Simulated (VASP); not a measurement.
WS: relaxation of cell and atoms with PBE

Crystal: WS.

```
W S
1.0
     2.93448    0.00000    0.00000
     0.00000    2.93448    0.00000
     0.00000    0.00000    2.93448
W S
1 1
Direct
  0.00000 0.00000 0.00000
  0.50000 0.50000 0.50000
```

| Property | Result |
| --- | --- |
| Program | VASP 6.6.1 |
| Task | relaxation of cell and atoms |
| Functional | PBE |
| Potentials or basis | VASP PAW PBE potentials, release 64 (W_sv, S) |
| Cutoff | 600 eV |
| k mesh | 6 × 6 × 6 |
| Occupations | gaussian, width 0.1 eV |
| Spin | no spin polarisation |
| Dipole correction | no |
| Further INCAR settings | ALGO = Normal; EDIFF = 1e-06; IBRION = 2; EDIFFG = -0.05; NSW = 100; ISIF = 3 |

```
Relaxed volume                         : 13.62 Å³/atom
Relaxed cell                           : a = 3.009 Å, b = 3.009 Å, c = 3.009 Å, α = 90.00°, β = 90.00°, γ = 90.00°
Space group after relaxing (to 0.05 Å) : Pm-3m (No. 221)
Energy gained by relaxing              : 63.3 meV/atom
Ionic steps                            : 4
Pressure after relaxing                : -0.1 GPa
Band gap on the k mesh                 : zero (band 10 reaches 15.11 eV, above the bottom of band 11 at 11.43 eV)
```

The path:
```csv
step,energy change (eV),largest force (eV/Å),pressure (GPa),volume (Å³)
1,0.0000,0.0000,22.15,25.27
2,0.3810,0.0000,-27.69,32.21
3,-0.1262,0.0000,-1.09,27.36
4,-0.1267,0.0000,-0.12,27.25
```

Final structure:
```cif
data_structure
_symmetry_space_group_name_H-M 'P 1'
_symmetry_Int_Tables_number 1
_cell_length_a 3.0092
_cell_length_b 3.0092
_cell_length_c 3.0092
_cell_angle_alpha 90.000
_cell_angle_beta 90.000
_cell_angle_gamma 90.000
_cell_volume 27.25
loop_
_atom_site_label
_atom_site_type_symbol
_atom_site_fract_x
_atom_site_fract_y
_atom_site_fract_z
_atom_site_occupancy
W1 W 0.00000 0.00000 0.00000 1
S1 S 0.50000 0.50000 0.50000 1
```

Levels at points of the mesh, in eV from the Fermi level:
```
           k point  band 6  band 7  band 8  band 9  band 10  band 11  band 12  band 13  band 14
(0.00, 0.00, 0.00)   -4.64   -4.64   -2.97   -2.97    -2.97     1.09     1.09     1.09     2.25
(0.50, 0.00, 0.00)  -10.46   -4.75   -4.75   -3.33     1.75     2.69     4.25     4.53     4.53
(0.50, 0.50, 0.00)   -7.19   -7.19   -4.57   -1.66    -1.27    -1.27     0.45     3.52     5.04
(0.50, 0.50, 0.50)   -8.93   -8.93   -8.93    2.40     2.40     2.40     3.70     3.70     5.56
```

It took 19 s on 1 thread of Intel(R) Xeon(R) Platinum 8259CL CPU @ 2.50GHz (Skylake/Cascade Lake), on a shared host, peak memory 0.15 GiB.

Caveat: spin-orbit coupling is left out, which moves the levels of the heavy elements.
